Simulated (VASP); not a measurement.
# As (R-3m) in VASP: notebook

As is run at these levels: PBE, BLYP; tasks: single point.

Everything below comes from runs of VASP 6.6.1. Logs are shortened: lines on timing, memory, paths and dates and some standing lists are left out, and cuts for length are marked.

### Step 1. The cell of the first run

Symmetry: R-3m, No. 166, trigonal system. The conventional cell has a = 3.759 Å, b = 3.759 Å, c = 10.457 Å, α = 90.00°, β = 90.00°, γ = 120.00°. Within 3.3 Å of As (site symmetry 3m) lie 6 As at 2.52 to 3.10 Å.

### Step 2. Single point, PBE

Input file INCAR:

```
PREC     = Accurate       # precision mode
ENCUT    = 520            # plane-wave cutoff, eV
EDIFF    = 1E-7           # SCF threshold, eV
ISMEAR   = 0              # smearing method
SIGMA    = 0.1            # smearing width, eV
LREAL    = False          # projectors in reciprocal space
LASPH    = True           # aspherical terms in the spheres
NELM     = 80             # most SCF steps
ALGO     = Normal         # electronic algorithm
ISIF     = 2              # what is computed and relaxed
LWAVE    = False          # write WAVECAR
LCHARG   = False          # write CHGCAR
GGA      = PE             # functional
NBANDS   = 12             # bands
```

Input file KPOINTS:

```
Automatic mesh
0
Gamma
  3 3 3
```

Input file POSCAR:

```
As
1.0
    1.8797494575      1.0852738553      3.4857700000
   -1.8797494575      1.0852738553      3.4857700000
    0.0000000000     -2.1705477106      3.4857700000
As
2
Direct
    0.2275400000      0.2275400000      0.2275400000
    0.7724600000      0.7724600000      0.7724600000
```

Potentials or basis: VASP PAW PBE potentials, release 64 (As).

Launch:

```console
$ cat potpaw_PBE.64/As/POTCAR > POTCAR
$ mpirun -np 1 vasp_std > vasp.out
```

OUTCAR:

```text
PREC = Accurate
   ENCUT = 520
   EDIFF = 1E-7
   ISMEAR = 0
   LREAL = False
   LASPH = True
   NELM = 80
   ISIF = 2
   GGA = PE

 ion  position               nearest neighbor table
   1  0.228  0.228  0.228-   2 2.52   2 2.52   2 2.52
   2  0.772  0.772  0.772-   1 2.52   1 2.52   1 2.52

  LATTYP: Found a trigonal (rhomboedric) cell.
 ALAT       =     4.1063207202
 COS(alpha) =     0.5808936906

  Lattice vectors:

 A1 = (   1.8797494575,   1.0852738553,   3.4857700000)
 A2 = (  -1.8797494575,   1.0852738553,   3.4857700000)
 A3 = (   0.0000000000,  -2.1705477106,   3.4857700000)

Analysis of symmetry for initial positions (statically):
=====================================================================
 Subroutine PRICEL returns:
 Original cell was already a primitive cell.

 Routine SETGRP: Setting up the symmetry group for a
 trigonal (rhombohedral) supercell.

 Subroutine GETGRP returns: Found 12 space group operations
 (whereof 12 operations were pure point group operations)
 out of a pool of 12 trial point group operations.

The static configuration has the point symmetry D_3d.

Analysis of symmetry for dynamics (positions and initial velocities):
=====================================================================
 Subroutine PRICEL returns:
 Original cell was already a primitive cell.

 Routine SETGRP: Setting up the symmetry group for a
 trigonal (rhombohedral) supercell.

 Subroutine GETGRP returns: Found 12 space group operations
 (whereof 12 operations were pure point group operations)
 out of a pool of 12 trial point group operations.

The dynamic configuration has the point symmetry D_3d.

 Subroutine INISYM returns: Found 12 space group operations
 (whereof 12 operations are pure point group operations),
 and found     1 'primitive' translations

----------------------------------------------------------------------------------------

                                     Primitive cell

  volume of cell :      42.6667

  direct lattice vectors                    reciprocal lattice vectors
     1.879749457  1.085273855  3.485770000     0.265992895  0.153571070  0.095626887
    -1.879749457  1.085273855  3.485770000    -0.265992895  0.153571070  0.095626887
     0.000000000 -2.170547711  3.485770000     0.000000000 -0.307142139  0.095626887

  length of vectors
     4.106320720  4.106320720  4.106320720     0.321684310  0.321684310  0.321684310

  position of ions in fractional coordinates (direct lattice)
     0.227540000  0.227540000  0.227540000
     0.772460000  0.772460000  0.772460000

  ion indices of the primitive-cell ions
   primitive index   ion index
                 1           1
                 2           2

----------------------------------------------------------------------------------------

 KPOINTS: Automatic mesh

Automatic generation of k-mesh.
 Grid dimensions read from file:
 generate k-points for:    3    3    3

 Generating k-lattice:

  Cartesian coordinates                     Fractional coordinates (reciprocal lattice)
     0.088664298  0.051190357  0.031875629     0.333333333 -0.000000000 -0.000000000
    -0.088664298  0.051190357  0.031875629    -0.000000000  0.333333333 -0.000000000
     0.000000000 -0.102380713  0.031875629    -0.000000000 -0.000000000  0.333333333

  Length of vectors
     0.107228103  0.107228103  0.107228103

  Shift w.r.t. Gamma in fractional coordinates (k-lattice)
     0.000000000  0.000000000  0.000000000

 Subroutine IBZKPT returns following result:
 ===========================================

 Found      6 irreducible k-points:

 Following reciprocal coordinates:
            Coordinates               Weight
  0.000000  0.000000  0.000000      1.000000
  0.333333  0.000000  0.000000      6.000000
  0.333333  0.333333  0.000000      6.000000
 -0.333333  0.333333  0.000000      6.000000
  0.333333  0.333333  0.333333      2.000000
 -0.333333  0.333333  0.333333      6.000000
   k-points           NKPTS =      6   k-points in BZ     NKDIM =      6   number of bands    NBANDS=     12
   number of dos      NEDOS =    301   number of ions     NIONS =      2
   total plane-waves  NPLWV =  32768
   dimension x,y,z NGX =    32 NGY =   32 NGZ =   32
   dimension x,y,z NGXF=    64 NGYF=   64 NGZF=   64
   ions per type =               2
   NGX,Y,Z   is equivalent  to a cutoff of  12.96, 12.96, 12.96 a.u.
   NGXF,Y,Z  is equivalent  to a cutoff of  25.91, 25.91, 25.91 a.u.
 SYSTEM =  unknown system
   PREC   = accura    normal or accurate (medium, high low for compatibility)
   ISTART =      0    job   : 0-new  1-cont  2-samecut
   ICHARG =      2    charge: 1-file 2-atom 10-const
   ISPIN  =      1    spin polarized calculation?
   LNONCOLLINEAR =      F non collinear calculations
   LSORBIT =      F    spin-orbit coupling
   LASPH  =      T    aspherical Exc in radial PAW
   ENCUT  =  520.0 eV  38.22 Ry    6.18 a.u.   7.64  7.64  7.64*2*pi/ulx,y,z
   NELM   =     80;   NELMIN=  2; NELMDL= -5     # of ELM steps
   EDIFF  = 0.1E-06   stopping-criterion for ELM
   LREAL  =      F    real-space projection
   EDIFFG = 0.1E-05   stopping-criterion for IOM
   NSW    =      0    number of steps for IOM
   IBRION =     -1    ionic relax: 0-MD 1-quasi-New 2-CG
   NFREE  =      0    steps in history (QN), initial steepest desc. (CG)
   ISIF   =      2    stress and relaxation
   ISYM   =      2    0-nonsym 1-usesym 2-fastsym
   POTIM  = 0.5000    time-step for ionic-motion
   TEBEG  =    0.0;   TEEND  =   0.0 temperature during run
   PSTRESS=    0.0 pullay stress
   NELECT =      10.0000    total number of electrons
   NUPDOWN=      -1.0000    fix difference up-down
   EMIN   =  10.00;   EMAX   =-10.00  energy-range for DOS
   EFERMI =   0.00;   METHOD = LEGACY
   ISMEAR =     0;   SIGMA  =   0.10  broadening in eV -4-tet -1-fermi 0-gaus
   EFERMI_NEDOS =   21; number of points for ismear=-14 and -15
   IALGO  =     38    algorithm
   IMIX   =      4    mixing-type and parameters
     AMIX     =   0.40;   BMIX     =  1.00
     AMIX_MAG =   1.60;   BMIX_MAG =  1.00
  volume/ion in A,a.u.               =      21.33       143.96
  Fermi-wavevector in a.u.,A,eV,Ry     =   1.009358  1.907409 13.861654  1.018803
  Thomas-Fermi vector in A             =   2.142281
   LORBIT       =      0    0 simple, 1 ext, 2 COOP (PROOUT), +10 PAW based schemes
   GGA     = PE    functional components
   LHFCALC =     F    Hartree Fock is set to
   AEXX    =    0.0000 exact exchange contribution
   IVDW    =     0    specifies the selected vdW correction
   LEPSILON=     F    determine dielectric tensor
   LRPA    =     F    only Hartree local field effects (RPA)
 non-spin polarized calculation
 Gauss-broadening in eV      SIGMA  =   0.10
  energy-cutoff  :      520.00
  volume of cell :       42.67
 maximum number of plane-waves:      1154
 NGX is ok and might be reduce to    30
   NGX = 15   NGY = 15   NGZ = 15

 number of electron      10.0000000 magnetization

 Free energy of the ion-electron system (eV)
  ---------------------------------------------------
  ext. energy  EPLUGINS =         0.00000000
  ---------------------------------------------------
  free energy    TOTEN  =        -9.44815189 eV

  energy without entropy =       -9.44815189  energy(sigma->0) =       -9.44815189

 E-fermi :   5.3550     XC(G=0): -10.0169

 val. band max:        4.8768917419   @ k =   0.3333   0.3333   0.3333
 cond. band min:       6.2071330704   @ k =   0.3333   0.0000   0.0000
 fundamental gap:      1.3302413285
 Fermi energy:         5.3550076477

 k-point     1 :       0.0000    0.0000    0.0000
  band No.  band energies     occupation
      1      -9.4935      2.00000
      2      -0.2125      2.00000
      3       2.9976      2.00000
      4       3.5860      2.00000
      5       3.5860      2.00000
      6       7.4211      0.00000
      7       8.5558      0.00000
      8       8.5558      0.00000
      9      12.3260      0.00000
     10      12.3260      0.00000
     11      12.6918      0.00000
     12      14.2259      0.00000

 k-point     2 :       0.3333    0.0000    0.0000
  band No.  band energies     occupation
      1      -8.0301      2.00000
      2      -3.7507      2.00000
      3       2.7708      2.00000
      4       2.9919      2.00000
      5       4.4269      2.00000
      6       6.2071      0.00000
      7       6.6925      0.00000
      8       7.1925      0.00000
      9      12.3584      0.00000
     10      13.5376      0.00000
     11      14.5540      0.00000
     12      17.8980      0.00000

 k-point     3 :       0.3333    0.3333    0.0000
  band No.  band energies     occupation
      1      -7.7902      2.00000
      2      -3.0805      2.00000
      3       0.5122      2.00000
      4       1.8440      2.00000
      5       2.1738      2.00000
      6       7.4471      0.00000
      7       9.9473      0.00000
      8      10.4011      0.00000
      9      11.7302      0.00000
     10      15.1074      0.00000
     11      15.5805      0.00000
     12      17.1172      0.00000

 k-point     4 :      -0.3333    0.3333    0.0000
  band No.  band energies     occupation
      1      -5.7926      2.00000
      2      -5.6228      2.00000
      3      -0.4344      2.00000
      4       2.2518      2.00000
      5       2.3387      2.00000
      6       8.1676      0.00000
      7       8.1927      0.00000
      8      11.5532      0.00000
      9      12.1354      0.00000
     10      13.5192      0.00000
     11      15.6238      0.00000
     12      18.1687      0.00000

 k-point     5 :       0.3333    0.3333    0.3333
  band No.  band energies     occupation
      1      -8.5854      2.00000
      2      -3.6287      2.00000
      3       3.7677      2.00000
      4       3.7677      2.00000
      5       4.8769      2.00000
      6       6.7558      0.00000
      7       6.7558      0.00000
      8       7.4283      0.00000
      9      12.5291      0.00000
     10      14.2110      0.00000
     11      14.2110      0.00000
     12      18.1413      0.00000

 k-point     6 :      -0.3333    0.3333    0.3333
  band No.  band energies     occupation
      1      -6.9929      2.00000
      2      -4.5117      2.00000
      3      -0.4721      2.00000
      4       2.2695      2.00000
      5       3.3167      2.00000
      6       8.0415      0.00000
      7       8.4308      0.00000
      8      11.5701      0.00000
      9      12.0233      0.00000
     10      14.0732      0.00000
     11      15.4346      0.00000
     12      18.1047      0.00000

------------------------ aborting loop because EDIFF is reached ----------------------------------------

  FORCE on cell =-STRESS in cart. coord.  units (eV):
  Direction    XX          YY          ZZ          XY          YZ          ZX
  --------------------------------------------------------------------------------------
  -------------------------------------------------------------------------------------
  Total        1.8370583      1.8370583     -0.0317918      0.0000000      0.0000000      0.0000000
  in kB       68.9833411     68.9833411     -1.1938126      0.0000000      0.0000000      0.0000000
  external PRESSURE =      45.5909565 kB  Pullay stress =       0.0000000 kB

 VOLUME and BASIS-vectors are now :
 -----------------------------------------------------------------------------
  energy-cutoff  :      520.00
  volume of cell :       42.67
      direct lattice vectors                 reciprocal lattice vectors
     1.879749457  1.085273855  3.485770000     0.265992895  0.153571070  0.095626887
    -1.879749457  1.085273855  3.485770000    -0.265992895  0.153571070  0.095626887
     0.000000000 -2.170547711  3.485770000     0.000000000 -0.307142139  0.095626887

 POSITION                                       TOTAL-FORCE (eV/Angst)
 -----------------------------------------------------------------------------------
      0.00000      0.00000      2.37946         0.000000      0.000000     -0.085133
      0.00000      0.00000      8.07785         0.000000     -0.000000      0.085133
 -----------------------------------------------------------------------------------
    total drift:                               -0.000000      0.000000     -0.000000

  FREE ENERGIE OF THE ION-ELECTRON SYSTEM (eV)
  ---------------------------------------------------
  free  energy   TOTEN  =        -9.4481518921 eV

  energy  without entropy=       -9.4481518921  energy(sigma->0) =       -9.44815189
```

It took 4.3 s on 1 thread of Intel Xeon Platinum 8488C (Sapphire Rapids), shared host; peak memory 0.17 GiB.

What came out:

```yaml
Free_energy: -9.4482 eV
Pressure: 4.6 GPa
Largest_force: 0.085 eV/Å
Band_gap_on_the_k_mesh: 1.33 eV, indirect (least direct gap 1.78 eV)
```

Forces in eV/Å, atoms in the order of the input:
```
As   0.000  0.000 -0.085
As   0.000  0.000  0.085
```

Caveat: the k points lie up to 0.67 Å⁻¹ apart.

### Step 3. Single point, PBE, collinear spin

Input file INCAR:

```
SYSTEM = As
ALGO = Normal ; EDIFF = 1E-6
ENCUT = 520 ; GGA = PE
ISIF = 2 ; ISMEAR = 0
ISPIN = 2 ; LASPH = .TRUE.
LCHARG = .TRUE. ; LELF = .TRUE.
LORBIT = 11 ; LREAL = .FALSE.
LVHAR = .TRUE. ; LWAVE = .FALSE.
MAGMOM = 0 -4 ; NBANDS = 16
NELM = 150 ; PREC = Accurate
SIGMA = 0.1
```

Input file KPOINTS:

```
k-points
0
G
  2 2 2
  0 0 0
```

POSCAR is that of step 2.

Potentials or basis: VASP PAW PBE potentials, release 64 (As).

Launch:

```console
$ cat potpaw_PBE.64/As/POTCAR > POTCAR
$ mpirun -np 1 vasp_std > vasp.out
```

Run time: 11 s. Hardware: 1 thread of Intel Xeon Platinum 8488C (Sapphire Rapids), shared host; peak memory 0.19 GiB.

The run converged. Its results:

* Free energy: -7.3439 eV
* Pressure: 15.2 GPa
* Largest force: 2.328 eV/Å
* Net moment: -0.73 μB per cell
* Site moments: As -0.19 μB
* Valence electrons inside the program's atomic spheres: As 2.75

Forces in eV/Å, atoms in the order of the input:
```
As   0.000  0.000 -2.328
As   0.000  0.000  2.328
```

Stress tensor (GPa, compression positive):
```
16.62  0.00  0.00
 0.00 16.62  0.00
 0.00  0.00 12.32
```

Levels at points of the mesh, in eV from the Fermi level:
Spin up:
```csv
k point,band 1,band 2,band 3,band 4,band 5,band 6,band 7,band 8,band 9
"(0.00, 0.00, 0.00)",-14.54,-5.33,-2.11,-1.51,-1.51,2.60,3.47,3.47,7.11
"(0.50, 0.00, 0.00)",-11.74,-10.67,-2.28,-2.21,0.03,0.34,0.64,1.54,9.47
"(0.50, 0.50, 0.00)",-11.72,-9.08,-5.74,-3.90,-3.67,2.14,5.92,7.27,7.87
"(0.50, 0.50, 0.50)",-13.07,-9.84,-1.20,-1.20,0.29,1.09,1.09,2.13,8.82
```
Spin down:
```csv
k point,band 1,band 2,band 3,band 4,band 5,band 6,band 7,band 8,band 9,band 10
"(0.00, 0.00, 0.00)",-14.86,-5.58,-2.51,-1.71,-1.71,1.95,3.21,3.21,6.89,6.89
"(0.50, 0.00, 0.00)",-12.05,-10.97,-2.61,-2.44,-0.33,-0.14,0.33,1.33,9.11,9.32
"(0.50, 0.50, 0.00)",-12.03,-9.39,-6.05,-4.26,-3.90,1.62,5.73,6.86,7.53,10.71
"(0.50, 0.50, 0.50)",-13.40,-10.11,-1.39,-1.39,-0.33,0.83,0.83,1.70,8.13,10.66
```

Caveat: the k points lie up to 1.01 Å⁻¹ apart; the moment fell far below its start of 4 μB, so a state of higher moment may lie lower in energy; forces of over 1 eV/Å act on the atoms, so gaps and moduli don't describe the material at rest.

### Step 4. Single point, PBE

Input file INCAR:

```
ALGO = Normal
EDIFF = 1E-7
ENCUT = 520
GGA = PE
ISIF = 2
ISMEAR = 0
ISYM = 0
LASPH = T
LCHARG = F
LREAL = F
LWAVE = F
NBANDS = 12
NELM = 100
PREC = Accurate
SIGMA = 0.1
```

Input file KPOINTS:

```
k-points
0
Gamma
  5 3 4
```

POSCAR is that of step 3.

Launch:

```console
$ cat potpaw_PBE.64/As/POTCAR > POTCAR
$ mpirun -np 1 vasp_std > vasp.out
```

Wall time 8.1 s (1 thread of Intel Xeon Platinum 8488C (Sapphire Rapids), shared host); peak memory 0.17 GiB.

The run converged. Its results:

| Property | Result |
| --- | --- |
| Free energy | -9.2968 eV |
| Pressure | 3.9 GPa |
| Largest force | 0.403 eV/Å |
| Band gap on the k mesh | zero (band 5 reaches 5.54 eV, above the bottom of band 6 at 5.25 eV) |

Forces on the atoms (eV/Å):
```
As   0.139  0.152  0.347
As  -0.139 -0.152 -0.347
```

Stress tensor (GPa, compression positive):
```
 4.67 -0.57 -0.34
-0.57  3.81  0.58
-0.34  0.58  3.20
```

Levels at points of the mesh, in eV from the Fermi level:
```tsv
k point	band 3	band 4	band 5	band 6	band 7	band 8
(0.00, 0.00, 0.00)	-2.55	-2.03	-2.02	1.74	2.95	2.96
(0.00, 0.00, 0.50)	-2.79	-2.75	-0.36	-0.32	0.26	1.25
```

Caveat: the k points lie up to 0.67 Å⁻¹ apart.

### Step 5. Single point, PBE

Input file INCAR:

```
PREC = Accurate ; ENCUT = 520
EDIFF = 1E-6 ; ISMEAR = 0
SIGMA = 0.1 ; LREAL = F
LASPH = T ; NELM = 80
ALGO = Normal ; ISIF = 2
LWAVE = F ; LCHARG = T
GGA = PE ; LELF = T
LVHAR = T ; NBANDS = 12
```

Input file KPOINTS:

```
Automatic mesh
0
Gamma
  6 6 6
```

POSCAR is that of step 4.

Launch:

```console
$ cat potpaw_PBE.64/As/POTCAR > POTCAR
$ mpirun -np 1 vasp_std > vasp.out
```

Run time: 8.4 s. Hardware: 1 thread of Intel Xeon Platinum 8488C (Sapphire Rapids), shared host; peak memory 0.17 GiB.

The run converged. Its results:

| Property | Result |
| --- | --- |
| Free energy | -9.3566 eV |
| Pressure | 3.8 GPa |
| Largest force | 0.163 eV/Å |
| Band gap on the k mesh | zero (band 5 reaches 5.59 eV, above the bottom of band 6 at 5.25 eV) |

Forces on the atoms (eV/Å):
```
As   0.000  0.000  0.163
As   0.000  0.000 -0.163
```

Stress tensor (GPa, compression positive):
```
4.31 0.00 0.00
0.00 4.31 0.00
0.00 0.00 2.69
```

Levels at points of the mesh, in eV from the Fermi level:
```csv
k point,band 3,band 4,band 5,band 6,band 7,band 8
"(0.00, 0.00, 0.00)",-2.57,-2.04,-2.04,1.75,2.94,2.94
"(0.50, 0.00, 0.00)",-2.80,-2.77,-0.39,-0.33,0.24,1.22
"(0.50, 0.50, 0.00)",-6.12,-4.32,-4.18,1.48,5.47,6.80
"(0.50, 0.50, 0.50)",-1.76,-1.76,-0.59,0.66,0.66,1.76
```

(Continued in part 2 of 2.)
